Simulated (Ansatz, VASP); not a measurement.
## NaSrYWO6: VASP beside Ansatz

```
CELL_PARAMETERS angstrom
0.00000 4.14643 4.14643
4.14643 0.00000 4.14643
4.14643 4.14643 0.00000
ATOMIC_POSITIONS crystal
Na 0.25000 0.25000 0.25000
Sr 0.75000 0.75000 0.75000
Y 0.50000 0.50000 0.50000
W 0.00000 0.00000 0.00000
O 0.76742 0.23258 0.23258
O 0.23258 0.76742 0.76742
O 0.76742 0.76742 0.23258
O 0.23258 0.23258 0.76742
O 0.23258 0.76742 0.23258
O 0.76742 0.23258 0.76742
```

Alike in both runs: task single point; functional PBE; k mesh 6 × 6 × 6; occupations gaussian, width 0.05 eV; no spin polarisation.

|  | VASP | Ansatz |
| --- | --- | --- |
| version | VASP 6.6.1 | Ansatz 0.2.0 |
| potentials or method | VASP PAW PBE potentials, release 64 (Na_pv, Sr_sv, Y_sv, W_sv, O), cutoff 520 eV | scalar-relativistic, plane waves, PAW |
| valence electrons in the cell | 78 | 80 |

VASP gave:

| Item | Value |
| --- | --- |
| gap on the k mesh at the Fermi level (eV) | 2.51 |
| least direct gap on the mesh (eV) | 2.54 |
| pressure (GPa) | 0.6 |
| rms of the force components (eV/Å) | 0.075 |

Question: What did Ansatz give for the same quantities?

Answer: gap on the k mesh at the Fermi level (eV): 2.53; least direct gap on the mesh (eV): 2.55; pressure (GPa): 0.0; rms of the force components (eV/Å): 0.000.

Atom by atom the forces differ by 0.075 eV/Å (rms over components). VASP's potentials hold 78 valence electrons a cell and Ansatz's 80, so a difference there can come from the potentials and not from the codes.

Neither program's run includes spin-orbit coupling.
